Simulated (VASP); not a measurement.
# Tc (P6_3/mmc) in VASP: notebook, part 3 of 3

VASP 6.6.1. Earlier steps stand in the parts before.

### 4 Electric field gradients, LDA (equal xx and yy strain of +2 %)

Contents of INCAR:

```
ALGO     = Normal         # electronic algorithm
EDIFF    = 1E-8           # SCF threshold, eV
ENCUT    = 520            # plane-wave cutoff, eV
GGA      = CA             # functional
ISIF     = 2              # what is computed and relaxed
ISMEAR   = -1             # smearing method
LASPH    = T              # aspherical terms in the spheres
LCHARG   = F              # write CHGCAR
LEFG     = T            
LREAL    = F              # projectors in reciprocal space
LWAVE    = F              # write WAVECAR
NBANDS   = 20             # bands
NELM     = 100            # most SCF steps
PREC     = Accurate       # precision mode
SIGMA    = 0.08           # smearing width, eV
```

Contents of KPOINTS:

```
k-points
0
Gamma
  17 17 9
```

Contents of POSCAR:

```
Tc
1.0
    2.7948001738      0.0000000000      0.0000000000
   -1.3974000869      2.4203679491      0.0000000000
    0.0000000000      0.0000000000      4.3980000000
Tc
2
Direct
    0.3333333333      0.6666666667      0.2500000000
    0.6666666667      0.3333333333      0.7500000000
```

Potentials or basis: VASP PAW LDA potentials, release 64 (Tc_pv).

The run is started by

```
$ cat potpaw_LDA.64/Tc_pv/POTCAR > POTCAR
$ mpirun -np 1 vasp_std > vasp.out
```

OUTCAR:

```text
EDIFF = 1E-8
   ENCUT = 520
   GGA = CA
   ISIF = 2
   ISMEAR = -1
   LASPH = T
   LREAL = F
   NELM = 100
   PREC = Accurate

 ion  position               nearest neighbor table
   1  0.333  0.667  0.250-   2 2.73   2 2.73   2 2.73   2 2.73   2 2.73   2 2.73
   2  0.667  0.333  0.750-   1 2.73   1 2.73   1 2.73   1 2.73   1 2.73   1 2.73

  LATTYP: Found a hexagonal cell.
 ALAT       =     2.7948001738
 C/A-ratio  =     1.5736366561

  Lattice vectors:

 A1 = (   2.7948001738,   0.0000000000,   0.0000000000)
 A2 = (  -1.3974000869,   2.4203679491,   0.0000000000)
 A3 = (   0.0000000000,   0.0000000000,   4.3980000000)

Analysis of symmetry for initial positions (statically):
=====================================================================
 Subroutine PRICEL returns:
 Original cell was already a primitive cell.

 Routine SETGRP: Setting up the symmetry group for a
 hexagonal supercell.

 Subroutine GETGRP returns: Found 24 space group operations
 (whereof 12 operations were pure point group operations)
 out of a pool of 24 trial point group operations.

The static configuration has the point symmetry D_3d.
 The point group associated with its full space group is D_6h.

Analysis of symmetry for dynamics (positions and initial velocities):
=====================================================================
 Subroutine PRICEL returns:
 Original cell was already a primitive cell.

 Routine SETGRP: Setting up the symmetry group for a
 hexagonal supercell.

 Subroutine GETGRP returns: Found 24 space group operations
 (whereof 12 operations were pure point group operations)
 out of a pool of 24 trial point group operations.
[... 158 lines left out ...]
  band No.  band energies     occupation
      1     -27.3437      2.00000
      2     -26.3680      2.00000
      3     -26.3680      2.00000
      4     -26.1824      2.00000
      5     -26.1824      2.00000
      6     -26.1020      2.00000
[... 541 lines left out ...]
     19      22.2206      0.00000
     20      25.2323      0.00000

 [... further k-points ...]

------------------------ aborting loop because EDIFF is reached ----------------------------------------

  FORCE on cell =-STRESS in cart. coord.  units (eV):
  Direction    XX          YY          ZZ          XY          YZ          ZX
  --------------------------------------------------------------------------------------
  -------------------------------------------------------------------------------------
  Total       -4.3140163     -4.3140163     -3.5955022     -0.0000000      0.0000000      0.0000000
  in kB     -232.3298347   -232.3298348   -193.6345111     -0.0000000      0.0000000      0.0000000
  external PRESSURE =    -219.4313935 kB  Pullay stress =       0.0000000 kB

 VOLUME and BASIS-vectors are now :
 -----------------------------------------------------------------------------
  energy-cutoff  :      520.00
  volume of cell :       29.75
      direct lattice vectors                 reciprocal lattice vectors
     2.794800174  0.000000000  0.000000000     0.357807334  0.206580161  0.000000000
    -1.397400087  2.420367949  0.000000000     0.000000000  0.413160322  0.000000000
     0.000000000  0.000000000  4.398000000     0.000000000  0.000000000  0.227376080

 POSITION                                       TOTAL-FORCE (eV/Angst)
 -----------------------------------------------------------------------------------
     -0.00000      1.61358      1.09950        -0.000000      0.000000      0.000000
      1.39740      0.80679      3.29850         0.000000     -0.000000      0.000000
 -----------------------------------------------------------------------------------
    total drift:                               -0.000000      0.000000     -0.000000

  FREE ENERGIE OF THE ION-ELECTRON SYSTEM (eV)
  ---------------------------------------------------
  free  energy   TOTEN  =       -23.3286678047 eV

  energy  without entropy=      -23.2834949783  energy(sigma->0) =      -23.30608139

 Electric field gradients (V/A^2)
---------------------------------------------------------------------
 ion       V_xx      V_yy      V_zz      V_xy      V_xz      V_yz
---------------------------------------------------------------------
   1      12.054    12.054   -24.109    -0.000     0.000    -0.000
   2      12.054    12.054   -24.109    -0.000    -0.000     0.000
---------------------------------------------------------------------

 Electric field gradients after diagonalization (V/A^2)
 (convention: |V_zz| > |V_xx| > |V_yy|)
----------------------------------------------------------------------
 ion       V_xx      V_yy      V_zz     asymmetry (V_yy - V_xx)/ V_zz
----------------------------------------------------------------------
   1      12.055    12.054   -24.109       0.000
   2      12.055    12.054   -24.109       0.000
----------------------------------------------------------------------

           NMR quadrupolar parameters

 Cq : quadrupolar parameter    Cq=e*Q*V_zz/h
 eta: asymmetry parameters     (V_yy - V_xx)/ V_zz
 Q  : nuclear electric quadrupole moment in mb (millibarn)
----------------------------------------------------------------------
 ion       Cq(MHz)       eta       Q (mb)
----------------------------------------------------------------------
   1      -0.058       0.000       1.000
   2      -0.058       0.000       1.000
----------------------------------------------------------------------
```

OSZICAR:

```text
N       E                     dE             d eps       ncg     rms          rms(c)
DAV:   1     0.308352555248E+03    0.30835E+03   -0.16294E+04  6608   0.136E+03
DAV:   2    -0.173407592752E+02   -0.32569E+03   -0.31865E+03  6952   0.405E+02
DAV:   3    -0.249210142441E+02   -0.75803E+01   -0.75297E+01  7544   0.730E+01
DAV:   4    -0.249680598978E+02   -0.47046E-01   -0.47037E-01  7244   0.630E+00
DAV:   5    -0.249685173678E+02   -0.45747E-03   -0.45747E-03  7520   0.607E-01    0.193E+01
DAV:   6    -0.234877077728E+02    0.14808E+01   -0.29851E+00  7244   0.159E+01    0.532E+00
DAV:   7    -0.233413916311E+02    0.14632E+00   -0.35385E-01  7456   0.504E+00    0.814E-01
DAV:   8    -0.233286542212E+02    0.12737E-01   -0.86158E-03  6788   0.945E-01    0.143E-01
DAV:   9    -0.233286545359E+02   -0.31472E-06   -0.17761E-04  7596   0.113E-01    0.315E-02
DAV:  10    -0.233286678005E+02   -0.13265E-04   -0.16291E-05  7224   0.309E-02    0.994E-03
DAV:  11    -0.233286678769E+02   -0.76368E-07   -0.94318E-07  7544   0.925E-03    0.213E-03
DAV:  12    -0.233286678039E+02    0.72947E-07   -0.14164E-07  7292   0.320E-03    0.200E-04
DAV:  13    -0.233286678047E+02   -0.74624E-09   -0.30054E-09  3920   0.445E-04
   1 F= -.23328668E+02 E0= -.23306081E+02  d E =-.451728E-01
```

It took 54 s on 1 thread of Intel Xeon 6975P-C, shared host; peak memory 0.2 GiB.

Results:

```
Free energy            : -23.3287 eV
Pressure               : -21.9 GPa
Band gap on the k mesh : zero (band 13 reaches 13.19 eV, above the bottom of band 14 at 10.37 eV)
```

Stress tensor (GPa, compression positive):
```
-23.23   0.00   0.00
  0.00 -23.23   0.00
  0.00   0.00 -19.36
```

Levels at points of the mesh, in eV from the Fermi level:
```csv
k point,band 9,band 10,band 11,band 12,band 13,band 14,band 15,band 16,band 17,band 18
"(0.00, 0.00, 0.00)",-1.48,-1.48,-1.20,-0.75,-0.75,-0.24,-0.24,1.83,2.43,2.43
```

Electric field gradients, principal values (V/Å²):
```tsv
atom	least	middle	greatest (by size)
1 Tc	12.054	12.055	-24.109
2 Tc	12.054	12.055	-24.109
```

Caveat: the cell differs from its parent crystal (equal xx and yy strain of +2 %); without QUAD_EFG the Cq values of the log hold for a quadrupole moment of 1 mb, not for the nuclei.

### 5 Electric field gradients, LDA (volume scaled by 1.06)

Contents of INCAR:

```
PREC = Accurate ; ENCUT = 520
EDIFF = 1E-8 ; ISMEAR = -1
SIGMA = 0.08 ; LREAL = False
LASPH = True ; NELM = 80
ALGO = Normal ; ISIF = 2
LWAVE = False ; LCHARG = False
GGA = CA ; LEFG = True
NBANDS = 20
```

Contents of KPOINTS:

```
regular mesh
0
Gamma
  17 17 9
```

Contents of POSCAR:

```
Tc
1.0
    2.7937393072      0.0000000000      0.0000000000
   -1.3968696536      2.4194492116      0.0000000000
    0.0000000000      0.0000000000      4.4842571930
Tc
2
Direct
    0.3333333333      0.6666666667      0.2500000000
    0.6666666667      0.3333333333      0.7500000000
```

Potentials or basis: VASP PAW LDA potentials, release 64 (Tc_pv).

The run is started by

```
$ cat potpaw_LDA.64/Tc_pv/POTCAR > POTCAR
$ mpirun -np 1 vasp_std > vasp.out
```

OUTCAR:

```text
PREC = Accurate
   ENCUT = 520
   EDIFF = 1E-8
   ISMEAR = -1
   LREAL = False
   LASPH = True
   NELM = 80
   ISIF = 2
   GGA = CA

 ion  position               nearest neighbor table
   1  0.333  0.667  0.250-   2 2.76   2 2.76   2 2.76   2 2.76   2 2.76   2 2.76
   2  0.667  0.333  0.750-   1 2.76   1 2.76   1 2.76   1 2.76   1 2.76   1 2.76

  LATTYP: Found a hexagonal cell.
 ALAT       =     2.7937393072
 C/A-ratio  =     1.6051093892

  Lattice vectors:

 A1 = (   2.7937393072,   0.0000000000,   0.0000000000)
 A2 = (  -1.3968696536,   2.4194492116,   0.0000000000)
 A3 = (   0.0000000000,   0.0000000000,   4.4842571930)

Analysis of symmetry for initial positions (statically):
=====================================================================
 Subroutine PRICEL returns:
 Original cell was already a primitive cell.

 Routine SETGRP: Setting up the symmetry group for a
[... 743 lines left out ...]
  energy-cutoff  :      520.00
  volume of cell :       30.31
      direct lattice vectors                 reciprocal lattice vectors
     2.793739307  0.000000000  0.000000000     0.357943204  0.206658605  0.000000000
    -1.396869654  2.419449212  0.000000000     0.000000000  0.413317211  0.000000000
     0.000000000  0.000000000  4.484257193     0.000000000  0.000000000  0.223002374

 POSITION                                       TOTAL-FORCE (eV/Angst)
 -----------------------------------------------------------------------------------
     -0.00000      1.61297      1.12106        -0.000000      0.000000      0.000000
      1.39687      0.80648      3.36319         0.000000     -0.000000      0.000000
 -----------------------------------------------------------------------------------
    total drift:                                0.000000     -0.000000      0.000000

  FREE ENERGIE OF THE ION-ELECTRON SYSTEM (eV)
  ---------------------------------------------------
  free  energy   TOTEN  =       -23.2470522164 eV

  energy  without entropy=      -23.2020101746  energy(sigma->0) =      -23.22453120

 Electric field gradients (V/A^2)
---------------------------------------------------------------------
 ion       V_xx      V_yy      V_zz      V_xy      V_xz      V_yz
---------------------------------------------------------------------
   1       8.204     8.204   -16.408    -0.000     0.000    -0.000
   2       8.204     8.204   -16.408    -0.000    -0.000     0.000
---------------------------------------------------------------------

 Electric field gradients after diagonalization (V/A^2)
 (convention: |V_zz| > |V_xx| > |V_yy|)
----------------------------------------------------------------------
 ion       V_xx      V_yy      V_zz     asymmetry (V_yy - V_xx)/ V_zz
----------------------------------------------------------------------
   1       8.204     8.204   -16.408       0.000
   2       8.204     8.204   -16.408       0.000
----------------------------------------------------------------------

           NMR quadrupolar parameters

 Cq : quadrupolar parameter    Cq=e*Q*V_zz/h
 eta: asymmetry parameters     (V_yy - V_xx)/ V_zz
 Q  : nuclear electric quadrupole moment in mb (millibarn)
----------------------------------------------------------------------
 ion       Cq(MHz)       eta       Q (mb)
----------------------------------------------------------------------
   1      -0.040       0.000       1.000
   2      -0.040       0.000       1.000
----------------------------------------------------------------------
```

Run time: 54 s. Hardware: 1 thread of Intel Xeon 6975P-C, shared host; peak memory 0.2 GiB.

Results:

| Quantity | Value |
| --- | --- |
| Free energy | -23.2471 eV |
| Pressure | -26.4 GPa |
| Band gap on the k mesh | zero (band 13 reaches 12.88 eV, above the bottom of band 14 at 10.07 eV) |

Levels at points of the mesh, in eV from the Fermi level:
```csv
k point,band 9,band 10,band 11,band 12,band 13,band 14,band 15,band 16,band 17,band 18
"(0.00, 0.00, 0.00)",-1.41,-1.41,-1.36,-0.76,-0.76,-0.10,-0.10,1.56,2.36,2.36
```

Electric field gradients, principal values (V/Å²):
```csv
atom,least,middle,greatest (by size)
1 Tc,8.204,8.204,-16.408
2 Tc,8.204,8.204,-16.408
```

Caveat: without QUAD_EFG the Cq values of the log hold for a quadrupole moment of 1 mb, not for the nuclei.

### 6 The runs side by side

| cell | gap on the mesh (eV) | pressure (GPa) |
| --- | --- | --- |
| a = 2.758, b = 2.758, c = 4.427 Å, angles 90.0, 90.0, 120.0°, 2 atoms | none | -17.1 |
| a = 2.776, b = 2.776, c = 4.456 Å, angles 90.0, 90.0, 120.0°, 2 atoms | none | -22.0 |
| a = 2.795, b = 2.795, c = 4.398 Å, angles 90.0, 90.0, 120.0°, 2 atoms | none | -21.9 |
| a = 2.794, b = 2.794, c = 4.484 Å, angles 90.0, 90.0, 120.0°, 2 atoms | none | -26.4 |

Alike in all rows: task electric field gradients; level LDA; potentials or basis VASP PAW LDA potentials, release 64 (Tc_pv); no spin polarisation; k mesh 17 × 17 × 9; cutoff (eV) 520; smearing fermi-dirac 0.08 eV.

Total energies depend on the potentials used, so only differences within one code and one set of settings carry meaning.
